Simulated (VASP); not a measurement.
# Zr in VASP: notebook

Zr is run at these levels: PBEsol; tasks: electric field gradients.

All numbers are computed with VASP 6.6.1; they aren't measurements. Logs are shortened: lines on timing, memory, paths and dates and some standing lists are left out, and cuts for length are marked.

### 1 The cell of the first run

Symmetry: P6_3/mmc, No. 194, hexagonal system. The conventional cell has a = 3.232 Å, b = 3.232 Å, c = 4.993 Å, α = 90.00°, β = 90.00°, γ = 120.00°. Within 4.1 Å of Zr (site symmetry -6m2) lie 12 Zr at 3.12 to 3.23 Å.

### 2 Electric field gradients, PBEsol (zz strain of -3 %)

Contents of INCAR:

```
SYSTEM = Zr
PREC     = Accurate       ! precision mode
ENCUT    = 520            ! plane-wave cutoff, eV
EDIFF    = 1E-8           ! SCF threshold, eV
ISMEAR   = -1             ! smearing method
SIGMA    = 0.08           ! smearing width, eV
LREAL    = .False.        ! projectors in reciprocal space
LASPH    = .True.         ! aspherical terms in the spheres
NELM     = 80             ! most SCF steps
ALGO     = Normal         ! electronic algorithm
ISIF     = 2              ! what is computed and relaxed
LWAVE    = .False.        ! write WAVECAR
LCHARG   = .False.        ! write CHGCAR
GGA      = PS             ! functional
LEFG     = .True.       
NBANDS   = 19             ! bands
```

Contents of KPOINTS:

```
regular mesh
0
Gamma
  13 13 7
  0 0 0
```

Contents of POSCAR:

```
Zr
1.0
    3.2319982225      0.0000000000      0.0000000000
   -1.6159991112      2.7989925656      0.0000000000
    0.0000000000      0.0000000000      4.9925900000
Zr
2
Direct
    0.3333333333      0.6666666667      0.2500000000
    0.6666666667      0.3333333333      0.7500000000
```

Potentials or basis: VASP PAW PBE potentials, release 64 (Zr_sv).

Launch:

```sh
$ cat potpaw_PBE.64/Zr_sv/POTCAR > POTCAR
$ mpirun -np 1 vasp_std > vasp.out
```

OUTCAR:

```text
SYSTEM = Zr
   PREC = Accurate
   ENCUT = 520
   EDIFF = 1E-8
   ISMEAR = -1
   LREAL = .False.
   LASPH = .True.
   NELM = 80
   ISIF = 2
   GGA = PS

 ion  position               nearest neighbor table
   1  0.333  0.667  0.250-   2 3.12   2 3.12   2 3.12   2 3.12   2 3.12   2 3.12
   2  0.667  0.333  0.750-   1 3.12   1 3.12   1 3.12   1 3.12   1 3.12   1 3.12

  LATTYP: Found a hexagonal cell.
 ALAT       =     3.2319982225
 C/A-ratio  =     1.5447378545

  Lattice vectors:

 A1 = (   3.2319982225,   0.0000000000,   0.0000000000)
 A2 = (  -1.6159991112,   2.7989925656,   0.0000000000)
 A3 = (   0.0000000000,   0.0000000000,   4.9925900000)

Analysis of symmetry for initial positions (statically):
=====================================================================
 Subroutine PRICEL returns:
 Original cell was already a primitive cell.

 Routine SETGRP: Setting up the symmetry group for a
 hexagonal supercell.

 Subroutine GETGRP returns: Found 24 space group operations
 (whereof 12 operations were pure point group operations)
 out of a pool of 24 trial point group operations.

The static configuration has the point symmetry D_3d.
 The point group associated with its full space group is D_6h.

Analysis of symmetry for dynamics (positions and initial velocities):
=====================================================================
 Subroutine PRICEL returns:
 Original cell was already a primitive cell.

 Routine SETGRP: Setting up the symmetry group for a
 hexagonal supercell.

 Subroutine GETGRP returns: Found 24 space group operations
 (whereof 12 operations were pure point group operations)
 out of a pool of 24 trial point group operations.

The dynamic configuration has the point symmetry D_3d.
 The point group associated with its full space group is D_6h.

 Subroutine INISYM returns: Found 24 space group operations
 (whereof 12 operations are pure point group operations),
 and found     1 'primitive' translations

----------------------------------------------------------------------------------------

                                     Primitive cell

  volume of cell :      45.1647

  direct lattice vectors                    reciprocal lattice vectors
     3.231998223  0.000000000  0.000000000     0.309406111  0.178635701  0.000000000
    -1.615999111  2.798992566  0.000000000     0.000000000  0.357271403  0.000000000
     0.000000000  0.000000000  4.992590000     0.000000000  0.000000000  0.200296840

  length of vectors
     3.231998223  3.231998222  4.992590000     0.357271403  0.357271403  0.200296840

  position of ions in fractional coordinates (direct lattice)
     0.333333333  0.666666667  0.250000000
     0.666666667  0.333333333  0.750000000

  ion indices of the primitive-cell ions
   primitive index   ion index
                 1           1
                 2           2

----------------------------------------------------------------------------------------

 KPOINTS: regular mesh

Automatic generation of k-mesh.
 Grid dimensions read from file:
 generate k-points for:   13   13    7

 Generating k-lattice:

  Cartesian coordinates                     Fractional coordinates (reciprocal lattice)
     0.023800470  0.013741208  0.000000000     0.076923077  0.000000000  0.000000000
     0.000000000  0.027482416  0.000000000     0.000000000  0.076923077  0.000000000
     0.000000000  0.000000000  0.028613834     0.000000000  0.000000000  0.142857143

  Length of vectors
     0.027482416  0.027482416  0.028613834

  Shift w.r.t. Gamma in fractional coordinates (k-lattice)
     0.000000000  0.000000000  0.000000000

 Subroutine IBZKPT returns following result:
 ===========================================

 Found     84 irreducible k-points:

 Following reciprocal coordinates:
            Coordinates               Weight
  0.000000  0.000000  0.000000      1.000000
  0.076923  0.000000  0.000000      6.000000
  0.153846 -0.000000  0.000000      6.000000
  0.230769  0.000000  0.000000      6.000000
  0.307692 -0.000000  0.000000      6.000000
  0.384615  0.000000  0.000000      6.000000
[... 16 lines left out ...]
  0.076923  0.000000  0.142857     12.000000
  0.153846 -0.000000  0.142857     12.000000
 [... further k-points ...]
   k-points           NKPTS =     84   k-points in BZ     NKDIM =     84   number of bands    NBANDS=     19
   number of dos      NEDOS =    301   number of ions     NIONS =      2
   total plane-waves  NPLWV =  23040
   dimension x,y,z NGX =    24 NGY =   24 NGZ =   40
   dimension x,y,z NGXF=    48 NGYF=   48 NGZF=   80
   ions per type =               2
   NGX,Y,Z   is equivalent  to a cutoff of  12.35, 12.35, 13.32 a.u.
   NGXF,Y,Z  is equivalent  to a cutoff of  24.69, 24.69, 26.64 a.u.
 SYSTEM =  Zr
   PREC   = accura    normal or accurate (medium, high low for compatibility)
   ISTART =      0    job   : 0-new  1-cont  2-samecut
   ICHARG =      2    charge: 1-file 2-atom 10-const
   ISPIN  =      1    spin polarized calculation?
   LNONCOLLINEAR =      F non collinear calculations
   LSORBIT =      F    spin-orbit coupling
   LASPH  =      T    aspherical Exc in radial PAW
   ENCUT  =  520.0 eV  38.22 Ry    6.18 a.u.   6.01  6.01  9.28*2*pi/ulx,y,z
   NELM   =     80;   NELMIN=  2; NELMDL= -5     # of ELM steps
   EDIFF  = 0.1E-07   stopping-criterion for ELM
   LREAL  =      F    real-space projection
   EDIFFG = 0.1E-06   stopping-criterion for IOM
   NSW    =      0    number of steps for IOM
   IBRION =     -1    ionic relax: 0-MD 1-quasi-New 2-CG
   NFREE  =      0    steps in history (QN), initial steepest desc. (CG)
   ISIF   =      2    stress and relaxation
   ISYM   =      2    0-nonsym 1-usesym 2-fastsym
   POTIM  = 0.5000    time-step for ionic-motion
   TEBEG  =    0.0;   TEEND  =   0.0 temperature during run
   PSTRESS=    0.0 pullay stress
   NELECT =      24.0000    total number of electrons
   NUPDOWN=      -1.0000    fix difference up-down
   EMIN   =  10.00;   EMAX   =-10.00  energy-range for DOS
   EFERMI =   0.00;   METHOD = LEGACY
   ISMEAR =    -1;   SIGMA  =   0.08  broadening in eV -4-tet -1-fermi 0-gaus
   EFERMI_NEDOS =   21; number of points for ismear=-14 and -15
   IALGO  =     38    algorithm
   IMIX   =      4    mixing-type and parameters
     AMIX     =   0.40;   BMIX     =  1.00
     AMIX_MAG =   1.60;   BMIX_MAG =  1.00
  volume/ion in A,a.u.               =      22.58       152.39
  Fermi-wavevector in a.u.,A,eV,Ry     =   1.326007  2.505789 23.923032  1.758293
  Thomas-Fermi vector in A             =   2.455425
   LORBIT       =      0    0 simple, 1 ext, 2 COOP (PROOUT), +10 PAW based schemes
   GGA     = PS    functional components
   LHFCALC =     F    Hartree Fock is set to
   AEXX    =    0.0000 exact exchange contribution
   IVDW    =     0    specifies the selected vdW correction
   LEPSILON=     F    determine dielectric tensor
   LRPA    =     F    only Hartree local field effects (RPA)
 non-spin polarized calculation
  energy-cutoff  :      520.00
  volume of cell :       45.16
 maximum number of plane-waves:      1234
   NGX = 13   NGY = 13   NGZ = 19

 number of electron      24.0000000 magnetization

 Free energy of the ion-electron system (eV)
  ---------------------------------------------------
  ext. energy  EPLUGINS =         0.00000000
  ---------------------------------------------------
  free energy    TOTEN  =       -18.16928521 eV

  energy without entropy =      -18.12542558  energy(sigma->0) =      -18.14735540

 E-fermi :   9.2085     XC(G=0): -11.3414

 val. band max:        9.1948077774   @ k =   0.0769   0.0769   0.0000
 cond. band min:       9.2148346188   @ k =   0.0769   0.0769   0.1429
 fundamental gap:      0.0200268413
 Fermi energy:         9.2084861966

 k-point     1 :       0.0000    0.0000    0.0000
  band No.  band energies     occupation
      1     -39.4807      2.00000
      2     -39.2826      2.00000
      3     -18.1234      2.00000
      4     -17.1624      2.00000
      5     -17.1624      2.00000
      6     -16.9796      2.00000
[... 11 lines left out ...]
     18      11.1696      0.00000
     19      13.7567      0.00000
[... 485 lines left out ...]
 k-point    24 :       0.1538   -0.0000    0.1429
  band No.  band energies     occupation
      1     -39.4438      2.00000
      2     -39.2833      2.00000
      3     -18.0023      2.00000
      4     -17.3008      2.00000
      5     -17.2044      2.00000
      6     -17.1835      2.00000
[... 11 lines left out ...]
     18      11.6320      0.00000
     19      14.1599      0.00000

 [... further k-points ...]

------------------------ aborting loop because EDIFF is reached ----------------------------------------

  FORCE on cell =-STRESS in cart. coord.  units (eV):
  Direction    XX          YY          ZZ          XY          YZ          ZX
  --------------------------------------------------------------------------------------
  -------------------------------------------------------------------------------------
  Total       -0.4047735     -0.4047735      0.6458658     -0.0000000      0.0000000      0.0000000
  in kB      -14.3589900    -14.3589900     22.9115319     -0.0000000      0.0000000      0.0000000
  external PRESSURE =      -1.9354827 kB  Pullay stress =       0.0000000 kB

 VOLUME and BASIS-vectors are now :
 -----------------------------------------------------------------------------
  energy-cutoff  :      520.00
  volume of cell :       45.16
      direct lattice vectors                 reciprocal lattice vectors
     3.231998223  0.000000000  0.000000000     0.309406111  0.178635701  0.000000000
    -1.615999111  2.798992566  0.000000000     0.000000000  0.357271403  0.000000000
     0.000000000  0.000000000  4.992590000     0.000000000  0.000000000  0.200296840

 POSITION                                       TOTAL-FORCE (eV/Angst)
 -----------------------------------------------------------------------------------
     -0.00000      1.86600      1.24815         0.000000     -0.000000      0.000000
      1.61600      0.93300      3.74444         0.000000      0.000000      0.000000
 -----------------------------------------------------------------------------------
    total drift:                                0.000000     -0.000000      0.000000

  FREE ENERGIE OF THE ION-ELECTRON SYSTEM (eV)
  ---------------------------------------------------
  free  energy   TOTEN  =       -18.1692852148 eV

  energy  without entropy=      -18.1254255846  energy(sigma->0) =      -18.14735540

 Electric field gradients (V/A^2)
---------------------------------------------------------------------
 ion       V_xx      V_yy      V_zz      V_xy      V_xz      V_yz
---------------------------------------------------------------------
   1     -30.197   -30.197    60.393     0.000    -0.000     0.000
   2     -30.197   -30.197    60.393     0.000     0.000    -0.000
---------------------------------------------------------------------

 Electric field gradients after diagonalization (V/A^2)
 (convention: |V_zz| > |V_xx| > |V_yy|)
----------------------------------------------------------------------
 ion       V_xx      V_yy      V_zz     asymmetry (V_yy - V_xx)/ V_zz
----------------------------------------------------------------------
   1     -30.197   -30.197    60.393       0.000
   2     -30.197   -30.197    60.393       0.000
----------------------------------------------------------------------

           NMR quadrupolar parameters

 Cq : quadrupolar parameter    Cq=e*Q*V_zz/h
 eta: asymmetry parameters     (V_yy - V_xx)/ V_zz
 Q  : nuclear electric quadrupole moment in mb (millibarn)
----------------------------------------------------------------------
 ion       Cq(MHz)       eta       Q (mb)
----------------------------------------------------------------------
   1       0.146       0.000       1.000
   2       0.146       0.000       1.000
----------------------------------------------------------------------
```

Run time: 34 s. Hardware: 1 thread of Intel Xeon Platinum 8488C (Sapphire Rapids), shared host; peak memory 0.19 GiB.

Results:

* Free energy: -18.1693 eV
* Pressure: -0.2 GPa
* Band gap on the k mesh: zero (band 12 reaches 10.16 eV, above the bottom of band 13 at 9.00 eV)

Electric field gradients, principal values (V/Å²):
| atom | least | middle | greatest (by size) |
| --- | --- | --- | --- |
| 1 Zr | -30.197 | -30.197 | 60.393 |
| 2 Zr | -30.197 | -30.197 | 60.393 |

Caveat: the cell differs from its parent crystal (zz strain of -3 %); without QUAD_EFG the Cq values of the log hold for a quadrupole moment of 1 mb, not for the nuclei; the PAW data sets were made with another functional, which shifts forces and pressure a little.

### 3 Electric field gradients, PBEsol (zz strain of -2 %)

Contents of INCAR:

```
PREC     = Accurate       # precision mode
ENCUT    = 520            # plane-wave cutoff, eV
EDIFF    = 1E-8           # SCF threshold, eV
ISMEAR   = -1             # smearing method
SIGMA    = 0.08           # smearing width, eV
LREAL    = False          # projectors in reciprocal space
LASPH    = True           # aspherical terms in the spheres
NELM     = 80             # most SCF steps
ALGO     = Normal         # electronic algorithm
ISIF     = 2              # what is computed and relaxed
LWAVE    = False          # write WAVECAR
LCHARG   = False          # write CHGCAR
GGA      = PS             # functional
LEFG     = True         
NBANDS   = 19             # bands
```

Contents of KPOINTS:

```
Automatic mesh
0
Gamma
  13 13 7
```

POSCAR: that of step 2 with these lines changed.

```diff
@@ -4,3 +4,3 @@
    -1.6159991112      2.7989925656      0.0000000000
-    0.0000000000      0.0000000000      4.9925900000
+    0.0000000000      0.0000000000      5.0440600000
 Zr
```

Potentials or basis: VASP PAW PBE potentials, release 64 (Zr_sv).

Launch:

```sh
$ cat potpaw_PBE.64/Zr_sv/POTCAR > POTCAR
$ mpirun -np 1 vasp_std > vasp.out
```

OUTCAR:

```text
PREC = Accurate
   ENCUT = 520
   EDIFF = 1E-8
   ISMEAR = -1
   LREAL = False
   LASPH = True
   NELM = 80
   ISIF = 2
   GGA = PS

 ion  position               nearest neighbor table
   1  0.333  0.667  0.250-   2 3.14   2 3.14   2 3.14   2 3.14   2 3.14   2 3.14
   2  0.667  0.333  0.750-   1 3.14   1 3.14   1 3.14   1 3.14   1 3.14   1 3.14

  LATTYP: Found a hexagonal cell.
 ALAT       =     3.2319982225
 C/A-ratio  =     1.5606629870

  Lattice vectors:

 A1 = (   3.2319982225,   0.0000000000,   0.0000000000)
 A2 = (  -1.6159991112,   2.7989925656,   0.0000000000)
 A3 = (   0.0000000000,   0.0000000000,   5.0440600000)

Analysis of symmetry for initial positions (statically):
=====================================================================
 Subroutine PRICEL returns:
 Original cell was already a primitive cell.

 Routine SETGRP: Setting up the symmetry group for a
[... 718 lines left out ...]
  energy-cutoff  :      520.00
  volume of cell :       45.63
      direct lattice vectors                 reciprocal lattice vectors
     3.231998223  0.000000000  0.000000000     0.309406111  0.178635701  0.000000000
    -1.615999111  2.798992566  0.000000000     0.000000000  0.357271403  0.000000000
     0.000000000  0.000000000  5.044060000     0.000000000  0.000000000  0.198252995

 POSITION                                       TOTAL-FORCE (eV/Angst)
 -----------------------------------------------------------------------------------
     -0.00000      1.86600      1.26101        -0.000000      0.000000      0.000000
      1.61600      0.93300      3.78304         0.000000      0.000000      0.000000
 -----------------------------------------------------------------------------------
    total drift:                               -0.000000      0.000000     -0.000000

  FREE ENERGIE OF THE ION-ELECTRON SYSTEM (eV)
  ---------------------------------------------------
  free  energy   TOTEN  =       -18.1735477478 eV

  energy  without entropy=      -18.1290222916  energy(sigma->0) =      -18.15128502

 Electric field gradients (V/A^2)
---------------------------------------------------------------------
 ion       V_xx      V_yy      V_zz      V_xy      V_xz      V_yz
---------------------------------------------------------------------
   1     -27.086   -27.086    54.173     0.000     0.000    -0.000
   2     -27.086   -27.086    54.173     0.000    -0.000     0.000
---------------------------------------------------------------------

 Electric field gradients after diagonalization (V/A^2)
 (convention: |V_zz| > |V_xx| > |V_yy|)
----------------------------------------------------------------------
 ion       V_xx      V_yy      V_zz     asymmetry (V_yy - V_xx)/ V_zz
----------------------------------------------------------------------
   1     -27.086   -27.086    54.173       0.000
   2     -27.086   -27.086    54.173       0.000
----------------------------------------------------------------------

           NMR quadrupolar parameters

 Cq : quadrupolar parameter    Cq=e*Q*V_zz/h
 eta: asymmetry parameters     (V_yy - V_xx)/ V_zz
 Q  : nuclear electric quadrupole moment in mb (millibarn)
----------------------------------------------------------------------
 ion       Cq(MHz)       eta       Q (mb)
----------------------------------------------------------------------
   1       0.131       0.000       1.000
   2       0.131       0.000       1.000
----------------------------------------------------------------------
```

Run time: 32 s. Hardware: 1 thread of Intel Xeon Platinum 8488C (Sapphire Rapids), shared host; peak memory 0.19 GiB.

Results:

```yaml
Free_energy: -18.1735 eV
Pressure: -1.3 GPa
Band_gap_on_the_k_mesh: zero (band 12 reaches 10.07 eV, above the bottom of band 13 at 8.88 eV)
```

Levels at points of the mesh, in eV from the Fermi level:
| k point | band 10 | band 11 | band 12 | band 13 | band 14 | band 15 |
| --- | --- | --- | --- | --- | --- | --- |
| (0.00, 0.00, 0.00) | -3.09 | 0.82 | 0.82 | 1.20 | 1.44 | 1.59 |

Electric field gradients, principal values (V/Å²):
| atom | least | middle | greatest (by size) |
| --- | --- | --- | --- |
| 1 Zr | -27.086 | -27.086 | 54.173 |
| 2 Zr | -27.086 | -27.086 | 54.173 |

Caveat: the cell differs from its parent crystal (zz strain of -2 %); without QUAD_EFG the Cq values of the log hold for a quadrupole moment of 1 mb, not for the nuclei; the PAW data sets were made with another functional, which shifts forces and pressure a little.

(Continued in part 2 of 2.)
